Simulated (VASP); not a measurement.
A run of VASP 6.6.1:

INCAR

```
SYSTEM = Mg31O32
ALGO = Normal ; EDIFF = 1E-6
ENCUT = 520 ; GGA = PS
ISIF = 2 ; ISMEAR = -1
ISYM = 0 ; LASPH = .True.
LCHARG = .False. ; LREAL = Auto
LWAVE = .False. ; NBANDS = 164
NELECT = 256.0 ; NELM = 100
PREC = Accurate ; SIGMA = 0.05
```

KPOINTS

```
Automatic mesh
0
Gamma
  1 1 1
  0.25 0.25 0.25
```

Contents of POSCAR:

```
Mg31O32
1.0
    8.4288080000      0.0000000000      0.0000000000
    0.0000000000      8.4288080000      0.0000000000
    0.0000000000      0.0000000000      8.4288080000
O Mg
32 31
Direct
    0.2488560000      0.0006790000      0.9996200000
    0.2472650000      0.0006600000      0.4996240000
    0.2472630000      0.5006830000      0.9995950000
    0.2350500000      0.5006410000      0.4995810000
    0.7511710000      0.0006660000      0.9996070000
    0.7527610000      0.0006930000      0.4996050000
    0.7527620000      0.5006650000      0.9996350000
    0.7649750000      0.5007040000      0.4996380000
    0.0000200000      0.2495200000      0.9996240000
    0.9999990000      0.2479230000      0.4996220000
    0.0000030000      0.7518320000      0.9996090000
    0.0000330000      0.7534220000      0.4996040000
    0.5000220000      0.2479260000      0.9995860000
    0.4999810000      0.2357130000      0.4995860000
    0.5000010000      0.7534240000      0.9996260000
    0.5000440000      0.7656350000      0.4996470000
    0.0000230000      0.0006800000      0.2484580000
    0.0000060000      0.0006690000      0.7507730000
    0.9999960000      0.5006840000      0.2468660000
    0.0000200000      0.5006650000      0.7523600000
    0.5000230000      0.0006570000      0.2468630000
    0.5000040000      0.0006940000      0.7523620000
    0.4999770000      0.5006430000      0.2346440000
    0.5000470000      0.5007080000      0.7645750000
    0.2497840000      0.2504420000      0.2493790000
    0.2497790000      0.2504430000      0.7498800000
    0.2497800000      0.7509390000      0.2493790000
    0.2497440000      0.7509050000      0.7498470000
    0.7502730000      0.2504390000      0.2493790000
    0.7502530000      0.2504090000      0.7498460000
    0.7502420000      0.7509110000      0.2493470000
    0.7502490000      0.7509060000      0.7498470000
    0.0000170000      0.0006760000      0.9996220000
    0.0000120000      0.0006740000      0.4996130000
    0.0000220000      0.5006720000      0.9996040000
    0.0000150000      0.5006800000      0.4996300000
    0.5000200000      0.0006730000      0.9996230000
    0.5000130000      0.0006730000      0.4996190000
    0.5000250000      0.5006720000      0.9996100000
    0.2517550000      0.2524120000      0.9996420000
    0.2568290000      0.2574830000      0.4996510000
    0.2517290000      0.7489600000      0.9996170000
    0.2567680000      0.7439210000      0.4996190000
    0.7483130000      0.2523790000      0.9996220000
    0.7432540000      0.2574390000      0.4996170000
    0.7482830000      0.7489430000      0.9995900000
    0.7431980000      0.7438530000      0.4995830000
    0.2517560000      0.0006950000      0.2513450000
    0.2517200000      0.0006750000      0.7479150000
    0.2568250000      0.5007030000      0.2564430000
    0.2567930000      0.5006730000      0.7428510000
    0.7483030000      0.0006750000      0.2513270000
    0.7482890000      0.0006470000      0.7478780000
    0.7432710000      0.5006780000      0.2563610000
    0.7431910000      0.5006390000      0.7427940000
    0.0000360000      0.2524120000      0.2513540000
    0.0000200000      0.2523810000      0.7479100000
    0.0000190000      0.7489640000      0.2513180000
    0.9999980000      0.7489410000      0.7478850000
    0.5000430000      0.2575040000      0.2564470000
    0.5000220000      0.2574140000      0.7428710000
    0.5000160000      0.7439000000      0.2563840000
    0.4999880000      0.7438650000      0.7428010000
```

Potentials or basis: VASP PAW PBE potentials, release 64 (O, Mg).

Run with:

```console
$ cat potpaw_PBE.64/O/POTCAR potpaw_PBE.64/Mg/POTCAR > POTCAR
$ mpirun -np 1 vasp_std > vasp.out
```

Hardware: 1 thread of Intel(R) Xeon(R) Platinum 8375C CPU @ 2.90GHz (Ice Lake) (shared host).

Q: Estimate the wall time of this run.

A: Run time: 16 min on 1 thread of Intel(R) Xeon(R) Platinum 8375C CPU @ 2.90GHz (Ice Lake) (shared host), peak memory 0.69 GiB. Counts: scf iterations 17, k points 4.
